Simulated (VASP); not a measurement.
A run of VASP 6.6.1 is set up as follows.

File INCAR:

```
SYSTEM = Ni
PREC = Accurate
ENCUT = 520
EDIFF = 1E-6
ISMEAR = 0
SIGMA = 0.15
LREAL = .FALSE.
LASPH = .TRUE.
NELM = 150
ALGO = Normal
ISIF = 2
LWAVE = .FALSE.
LCHARG = .FALSE.
ISPIN = 2
MAGMOM = 0.125
LORBIT = 11
NUPDOWN = 0.125
LMAXMIX = 4
NBANDS = 15
```

File KPOINTS:

```
regular mesh
0
G
  24 24 24
  0 0 0
```

File POSCAR:

```
Ni
1.0
    0.0000000000      1.8092629499      1.8092629499
    1.8092629499      0.0000000000      1.8092629499
    1.8092629499      1.8092629499      0.0000000000
Ni
1
Direct
    0.0000000000      0.0000000000      0.0000000000
```

Potentials or basis: VASP PAW LDA potentials, release 64 (Ni).

Run with:

```bash
$ cat potpaw_LDA.64/Ni/POTCAR > POTCAR
$ mpirun -np 1 vasp_std > vasp.out
```

Predict the pressure.

-28.5 GPa.

Caveat: the total moment is fixed, so each spin has its own Fermi level.
